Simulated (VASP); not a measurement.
# LiNbO3 (R-3c) in VASP: notebook

The runs below take LiNbO3 through single point, with PBE.

Program: VASP 6.6.1. These are calculated values, not measurements. Logs are shortened: lines on timing, memory, paths and dates and some standing lists are left out, and cuts for length are marked.

### 1 The cell of the first run

It takes space group R-3c (No. 167, trigonal). The conventional cell has a = 5.478 Å, b = 5.478 Å, c = 12.540 Å, α = 90.00°, β = 90.00°, γ = 120.00°. Li (site symmetry 32) has 3 O at 1.98 Å within 2.6 Å. Nb (site symmetry -3) has 6 O at 2.04 Å within 2.7 Å. O (site symmetry 2) has 1 Li at 1.98 Å and 2 Nb at 2.04 Å within 2.6 Å.

### 2 Single point, PBE

INCAR

```
SYSTEM = LiNbO3
ALGO = Normal
EDIFF = 1E-6
ENCUT = 520
GGA = PE
ISIF = 2
ISMEAR = 0
LASPH = .TRUE.
LCHARG = .FALSE.
LREAL = .FALSE.
LWAVE = .FALSE.
NBANDS = 45
NELM = 80
PREC = Accurate
SIGMA = 0.05
```

KPOINTS

```
k-points
0
G
  6 6 6
  0 0 0
```

POSCAR

```
LiNbO3
1.0
    2.7391116143      1.5814268279      4.1800669308
   -2.7391116143      1.5814268279      4.1800669308
    0.0000000000     -3.1628536556      4.1800669309
Li Nb O
2 2 6
Direct
    0.2500000000      0.2500000000      0.2500000000
    0.7500000000      0.7500000000      0.7500000000
    0.0000000000      0.0000000000      0.0000000000
    0.5000000000      0.5000000000      0.5000000000
    0.1111894848      0.3888105152      0.7500000000
    0.7500000000      0.1111894848      0.3888105152
    0.3888105152      0.7500000000      0.1111894848
    0.8888105152      0.6111894848      0.2500000000
    0.2500000000      0.8888105152      0.6111894848
    0.6111894848      0.2500000000      0.8888105152
```

Potentials or basis: VASP PAW PBE potentials, release 64 (Li_sv, Nb_sv, O).

Run with:

```
> cat potpaw_PBE.64/Li_sv/POTCAR potpaw_PBE.64/Nb_sv/POTCAR potpaw_PBE.64/O/POTCAR > POTCAR
> mpirun -np 1 vasp_std > vasp.out
```

OUTCAR:

```text
SYSTEM = LiNbO3
   EDIFF = 1E-6
   ENCUT = 520
   GGA = PE
   ISIF = 2
   ISMEAR = 0
   LASPH = .TRUE.
   LREAL = .FALSE.
   NELM = 80
   PREC = Accurate

 ion  position               nearest neighbor table
   1  0.250  0.250  0.250-   9 1.98  10 1.98   8 1.98
   2  0.750  0.750  0.750-   6 1.98   7 1.98   5 1.98
   3  0.000  0.000  0.000-   5 2.04   8 2.04   6 2.04   9 2.04   7 2.04  10 2.04
   4  0.500  0.500  0.500-   5 2.04   8 2.04   7 2.04  10 2.04   9 2.04   6 2.04
   5  0.111  0.389  0.750-   2 1.98   3 2.04   4 2.04
   6  0.750  0.111  0.389-   2 1.98   3 2.04   4 2.04
   7  0.389  0.750  0.111-   2 1.98   4 2.04   3 2.04
   8  0.889  0.611  0.250-   1 1.98   3 2.04   4 2.04
   9  0.250  0.889  0.611-   1 1.98   3 2.04   4 2.04
  10  0.611  0.250  0.889-   1 1.98   4 2.04   3 2.04

  LATTYP: Found a trigonal (rhomboedric) cell.
 ALAT       =     5.2418129300
 COS(alpha) =     0.4538820907

  Lattice vectors:

 A1 = (   2.7391116143,   1.5814268279,   4.1800669308)
 A2 = (  -2.7391116143,   1.5814268279,   4.1800669308)
 A3 = (   0.0000000000,  -3.1628536556,   4.1800669309)

Analysis of symmetry for initial positions (statically):
=====================================================================
 Subroutine PRICEL returns:
 Original cell was already a primitive cell.

 Routine SETGRP: Setting up the symmetry group for a
 trigonal (rhombohedral) supercell.

 Subroutine GETGRP returns: Found 12 space group operations
 (whereof  6 operations were pure point group operations)
 out of a pool of 12 trial point group operations.

The static configuration has the point symmetry S_6 .
 The point group associated with its full space group is D_3d.

Analysis of symmetry for dynamics (positions and initial velocities):
=====================================================================
 Subroutine PRICEL returns:
 Original cell was already a primitive cell.

 Routine SETGRP: Setting up the symmetry group for a
 trigonal (rhombohedral) supercell.

 Subroutine GETGRP returns: Found 12 space group operations
 (whereof  6 operations were pure point group operations)
 out of a pool of 12 trial point group operations.

The dynamic configuration has the point symmetry S_6 .
 The point group associated with its full space group is D_3d.

 Subroutine INISYM returns: Found 12 space group operations
 (whereof  6 operations are pure point group operations),
 and found     1 'primitive' translations

----------------------------------------------------------------------------------------

                                     Primitive cell

  volume of cell :     108.6409

  direct lattice vectors                    reciprocal lattice vectors
     2.739111614  1.581426828  4.180066931     0.182540937  0.105390059  0.079743540
    -2.739111614  1.581426828  4.180066931    -0.182540937  0.105390059  0.079743540
     0.000000000 -3.162853656  4.180066931     0.000000000 -0.210780118  0.079743540

  length of vectors
     5.241812930  5.241812930  5.241812930     0.225360356  0.225360356  0.225360356

  position of ions in fractional coordinates (direct lattice)
     0.250000000  0.250000000  0.250000000
     0.750000000  0.750000000  0.750000000
     0.000000000  0.000000000  0.000000000
     0.500000000  0.500000000  0.500000000
     0.111189485  0.388810515  0.750000000
     0.750000000  0.111189485  0.388810515
     0.388810515  0.750000000  0.111189485
     0.888810515  0.611189485  0.250000000
     0.250000000  0.888810515  0.611189485
     0.611189485  0.250000000  0.888810515

  ion indices of the primitive-cell ions
   primitive index   ion index
                 1           1
                 2           2
                 3           3
                 4           4
                 5           5
                 6           6
                 7           7
                 8           8
                 9           9
                10          10

----------------------------------------------------------------------------------------

 KPOINTS: k-points

Automatic generation of k-mesh.
 Grid dimensions read from file:
 generate k-points for:    6    6    6

 Generating k-lattice:

  Cartesian coordinates                     Fractional coordinates (reciprocal lattice)
     0.030423489  0.017565010  0.013290590     0.166666667 -0.000000000  0.000000000
    -0.030423489  0.017565010  0.013290590    -0.000000000  0.166666667  0.000000000
     0.000000000 -0.035130020  0.013290590    -0.000000000 -0.000000000  0.166666667

  Length of vectors
     0.037560059  0.037560059  0.037560059

  Shift w.r.t. Gamma in fractional coordinates (k-lattice)
     0.000000000  0.000000000  0.000000000

 Subroutine IBZKPT returns following result:
 ===========================================

 Found     32 irreducible k-points:

 Following reciprocal coordinates:
            Coordinates               Weight
  0.000000  0.000000  0.000000      1.000000
  0.166667 -0.000000  0.000000      6.000000
  0.333333 -0.000000  0.000000      6.000000
  0.500000  0.000000  0.000000      3.000000
  0.166667  0.166667  0.000000      6.000000
  0.333333  0.166667  0.000000     12.000000
[... 16 lines left out ...]
  0.500000  0.500000  0.166667      6.000000
 -0.333333  0.500000  0.166667     12.000000
 [... further k-points ...]
   k-points           NKPTS =     32   k-points in BZ     NKDIM =     32   number of bands    NBANDS=     45
   number of dos      NEDOS =    301   number of ions     NIONS =     10
   total plane-waves  NPLWV =  64000
   dimension x,y,z NGX =    40 NGY =   40 NGZ =   40
   dimension x,y,z NGXF=    80 NGYF=   80 NGZF=   80
   ions per type =               2   2   6
   NGX,Y,Z   is equivalent  to a cutoff of  12.69, 12.69, 12.69 a.u.
   NGXF,Y,Z  is equivalent  to a cutoff of  25.37, 25.37, 25.37 a.u.
 SYSTEM =  LiNbO3
   PREC   = accura    normal or accurate (medium, high low for compatibility)
   ISTART =      0    job   : 0-new  1-cont  2-samecut
   ICHARG =      2    charge: 1-file 2-atom 10-const
   ISPIN  =      1    spin polarized calculation?
   LNONCOLLINEAR =      F non collinear calculations
   LSORBIT =      F    spin-orbit coupling
   LASPH  =      T    aspherical Exc in radial PAW
   ENCUT  =  520.0 eV  38.22 Ry    6.18 a.u.   9.75  9.75  9.75*2*pi/ulx,y,z
   NELM   =     80;   NELMIN=  2; NELMDL= -5     # of ELM steps
   EDIFF  = 0.1E-05   stopping-criterion for ELM
   LREAL  =      F    real-space projection
   EDIFFG = 0.1E-04   stopping-criterion for IOM
   NSW    =      0    number of steps for IOM
   IBRION =     -1    ionic relax: 0-MD 1-quasi-New 2-CG
   NFREE  =      0    steps in history (QN), initial steepest desc. (CG)
   ISIF   =      2    stress and relaxation
   ISYM   =      2    0-nonsym 1-usesym 2-fastsym
   POTIM  = 0.5000    time-step for ionic-motion
   TEBEG  =    0.0;   TEEND  =   0.0 temperature during run
   PSTRESS=    0.0 pullay stress
   NELECT =      68.0000    total number of electrons
   NUPDOWN=      -1.0000    fix difference up-down
   EMIN   =  10.00;   EMAX   =-10.00  energy-range for DOS
   EFERMI =   0.00;   METHOD = LEGACY
   ISMEAR =     0;   SIGMA  =   0.05  broadening in eV -4-tet -1-fermi 0-gaus
   EFERMI_NEDOS =   21; number of points for ismear=-14 and -15
   IALGO  =     38    algorithm
   IMIX   =      4    mixing-type and parameters
     AMIX     =   0.40;   BMIX     =  1.00
     AMIX_MAG =   1.60;   BMIX_MAG =  1.00
  volume/ion in A,a.u.               =      10.86        73.31
  Fermi-wavevector in a.u.,A,eV,Ry     =   1.400383  2.646339 26.681995  1.961071
  Thomas-Fermi vector in A             =   2.523349
   LORBIT       =      0    0 simple, 1 ext, 2 COOP (PROOUT), +10 PAW based schemes
   GGA     = PE    functional components
   LHFCALC =     F    Hartree Fock is set to
   AEXX    =    0.0000 exact exchange contribution
   IVDW    =     0    specifies the selected vdW correction
   LEPSILON=     F    determine dielectric tensor
   LRPA    =     F    only Hartree local field effects (RPA)
 non-spin polarized calculation
 Gauss-broadening in eV      SIGMA  =   0.05
  energy-cutoff  :      520.00
  volume of cell :      108.64
 maximum number of plane-waves:      2958
   NGX = 19   NGY = 19   NGZ = 19

 number of electron      67.9999989 magnetization

 Free energy of the ion-electron system (eV)
  ---------------------------------------------------
  ext. energy  EPLUGINS =         0.00000000
  ---------------------------------------------------
  free energy    TOTEN  =       -78.55598954 eV

  energy without entropy =      -78.55598954  energy(sigma->0) =      -78.55598954

 E-fermi :   4.3665     XC(G=0): -10.7644

 val. band max:        4.0194449576   @ k =   0.0000   0.0000   0.0000
 cond. band min:       5.6776260968   @ k =   0.0000   0.0000   0.0000
 fundamental gap:      1.6581811392
 Fermi energy:         4.3665191592

 k-point     1 :       0.0000    0.0000    0.0000
  band No.  band energies     occupation
      1     -51.2077      2.00000
      2     -51.1951      2.00000
      3     -39.2220      2.00000
      4     -39.2200      2.00000
      5     -27.3267      2.00000
      6     -27.3078      2.00000
[... 37 lines left out ...]
     44      13.1939      0.00000
     45      13.2070      0.00000

 k-point     2 :       0.1667   -0.0000    0.0000
  band No.  band energies     occupation
      1     -51.2069      2.00000
      2     -51.1960      2.00000
      3     -39.2218      2.00000
      4     -39.2201      2.00000
      5     -27.3193      2.00000
      6     -27.2987      2.00000
[... 37 lines left out ...]
     44      12.8974      0.00000
     45      12.9465      0.00000

 k-point     3 :       0.3333   -0.0000    0.0000
  band No.  band energies     occupation
      1     -51.2046      2.00000
      2     -51.1983      2.00000
      3     -39.2215      2.00000
      4     -39.2205      2.00000
      5     -27.2987      2.00000
      6     -27.2733      2.00000
[... 997 lines left out ...]
     44      12.8226      0.00000
     45      13.3319      0.00000

 k-point    24 :      -0.3333    0.5000    0.1667
  band No.  band energies     occupation
      1     -51.2024      2.00000
      2     -51.2003      2.00000
      3     -39.2212      2.00000
      4     -39.2208      2.00000
      5     -27.3306      2.00000
      6     -27.3270      2.00000
[... 37 lines left out ...]
     44      12.5723      0.00000
     45      13.5115      0.00000

 [... further k-points ...]
[... 5 lines left out ...]
  --------------------------------------------------------------------------------------
  -------------------------------------------------------------------------------------
  Total      -11.7768918    -11.7768918      6.0169005      0.0000000      0.0000000      0.0000000
  in kB     -173.6792564   -173.6792564     88.7340067      0.0000000      0.0000000      0.0000000
  external PRESSURE =     -86.2081687 kB  Pullay stress =       0.0000000 kB

 VOLUME and BASIS-vectors are now :
 -----------------------------------------------------------------------------
  energy-cutoff  :      520.00
  volume of cell :      108.64
      direct lattice vectors                 reciprocal lattice vectors
     2.739111614  1.581426828  4.180066931     0.182540937  0.105390059  0.079743540
    -2.739111614  1.581426828  4.180066931    -0.182540937  0.105390059  0.079743540
     0.000000000 -3.162853656  4.180066931     0.000000000 -0.210780118  0.079743540

 POSITION                                       TOTAL-FORCE (eV/Angst)
 -----------------------------------------------------------------------------------
      0.00000      0.00000      3.13505        -0.000000      0.000000      0.000000
      0.00000      0.00000      9.40515        -0.000000      0.000000      0.000000
      0.00000      0.00000      0.00000        -0.000000     -0.000000      0.000000
      0.00000      0.00000      6.27010        -0.000000      0.000000      0.000000
     -0.76043     -1.58143      5.22508         1.141948      0.000000      0.000000
      1.74977      0.13216      5.22508        -0.570974      0.988956     -0.000000
     -0.98934      1.44927      5.22508        -0.570974     -0.988956      0.000000
      0.76043      1.58143      7.31512        -1.141948      0.000000     -0.000000
     -1.74977     -0.13216      7.31512         0.570974     -0.988956      0.000000
      0.98934     -1.44927      7.31512         0.570974      0.988956     -0.000000
 -----------------------------------------------------------------------------------
    total drift:                               -0.000000      0.000000     -0.000000

  FREE ENERGIE OF THE ION-ELECTRON SYSTEM (eV)
  ---------------------------------------------------
  free  energy   TOTEN  =       -78.5559895438 eV

  energy  without entropy=      -78.5559895438  energy(sigma->0) =      -78.55598954
```

Wall time 4 min (1 thread of Intel Xeon Platinum 8488C (Sapphire Rapids), shared host); peak memory 0.3 GiB.

What came out:

```
Free energy            : -78.5560 eV
Largest force          : 1.142 eV/Å
Band gap on the k mesh : 1.66 eV
```

Forces in eV/Å, atoms in the order of the input:
```
Li   0.000  0.000  0.000
Li   0.000  0.000  0.000
Nb   0.000  0.000  0.000
Nb   0.000  0.000  0.000
O    1.142  0.000  0.000
O   -0.571  0.989  0.000
O   -0.571 -0.989  0.000
O   -1.142  0.000  0.000
O    0.571 -0.989  0.000
O    0.571  0.989  0.000
```

Levels at points of the mesh, in eV from the valence-band top:
```tsv
k point	band 31	band 32	band 33	band 34	band 35	band 36	band 37	band 38
(0.00, 0.00, 0.00)	-0.77	-0.32	-0.32	0.00	1.66	2.13	2.13	3.67
(0.50, 0.00, 0.00)	-0.49	-0.49	-0.41	-0.41	3.23	3.23	3.43	3.43
(0.50, 0.50, 0.00)	-1.27	-0.92	-0.90	-0.22	1.91	2.50	2.88	3.67
(0.50, 0.50, 0.50)	-0.80	-0.80	-0.80	-0.80	2.78	2.78	3.57	3.57
```

Caveat: the cutoff is under 1.25 times the usual one of these potentials, so pressure, stress and relaxed cells hold a basis-set (Pulay) error; forces of over 1 eV/Å act on the atoms, so gaps and moduli don't describe the material at rest. A k mesh can miss the band edges.

### 3 Single point, PBE

This run uses another cell than the first one, of the same volume but with other edges.

INCAR

```
ALGO = Normal ; EDIFF = 1E-7
ENCUT = 520 ; GGA = PE
ISIF = 2 ; ISMEAR = 0
LASPH = True ; LCHARG = False
LREAL = False ; LWAVE = False
NBANDS = 45 ; NELM = 60
PREC = Accurate ; SIGMA = 0.05
```

KPOINTS

```
k-points
0
Gamma
  6 6 6
```

POSCAR

```
LiNbO3
1.0
    2.5559574486      1.4756827210      4.8005992799
   -2.5559574486      1.4756827210      4.8005992799
    0.0000000000     -2.9513654419      4.8005992799
Li Nb O
2 2 6
Direct
    0.2500000000      0.2500000000      0.2500000000
    0.7500000000      0.7500000000      0.7500000000
    0.0000000000      0.0000000000      0.0000000000
    0.5000000000      0.5000000000      0.5000000000
    0.1590542063      0.3409457937      0.7500000000
    0.7500000000      0.1590542063      0.3409457937
    0.3409457937      0.7500000000      0.1590542063
    0.8409457937      0.6590542063      0.2500000000
    0.2500000000      0.8409457937      0.6590542063
    0.6590542063      0.2500000000      0.8409457937
```

Potentials or basis: VASP PAW PBE potentials, release 64 (Li_sv, Nb_sv, O).

Run with:

```
> cat potpaw_PBE.64/Li_sv/POTCAR potpaw_PBE.64/Nb_sv/POTCAR potpaw_PBE.64/O/POTCAR > POTCAR
> mpirun -np 1 vasp_std > vasp.out
```

Run time: 3 min. Hardware: 1 thread of Intel Xeon Platinum 8488C (Sapphire Rapids), shared host; peak memory 0.32 GiB.

The run converged. Its results:

```yaml
Free_energy: -79.0799 eV
Largest_force: 0.984 eV/Å
Band_gap_on_the_k_mesh: 2.28 eV (least direct gap 2.35 eV)
```

Forces on the atoms (eV/Å):
```
Li   0.000  0.000  0.000
Li   0.000  0.000  0.000
Nb   0.000  0.000  0.000
Nb   0.000  0.000  0.000
O   -0.984  0.000  0.000
O    0.492 -0.852  0.000
O    0.492  0.852  0.000
O    0.984  0.000  0.000
O   -0.492  0.852  0.000
O   -0.492 -0.852  0.000
```

Levels at points of the mesh, in eV from the valence-band top:
| k point | band 30 | band 31 | band 32 | band 33 | band 34 | band 35 | band 36 | band 37 | band 38 | band 39 |
| --- | --- | --- | --- | --- | --- | --- | --- | --- | --- | --- |
| (0.00, 0.00, 0.00) | -0.51 | -0.23 | -0.23 | -0.05 | -0.05 | 2.30 | 2.30 | 2.74 | 5.07 | 5.07 |
| (0.50, 0.00, 0.00) | -0.70 | -0.59 | -0.59 | -0.28 | -0.28 | 4.04 | 4.04 | 4.20 | 4.20 | 4.53 |
| (0.50, 0.50, 0.00) | -1.34 | -1.00 | -0.69 | -0.35 | -0.09 | 2.28 | 4.00 | 4.37 | 4.43 | 5.12 |
| (0.50, 0.50, 0.50) | -0.57 | -0.30 | -0.30 | -0.30 | -0.30 | 4.44 | 4.44 | 4.44 | 4.44 | 4.51 |

Caveat: the cutoff is under 1.25 times the usual one of these potentials, so pressure, stress and relaxed cells hold a basis-set (Pulay) error.

(Part 1 of 2 ends here.)
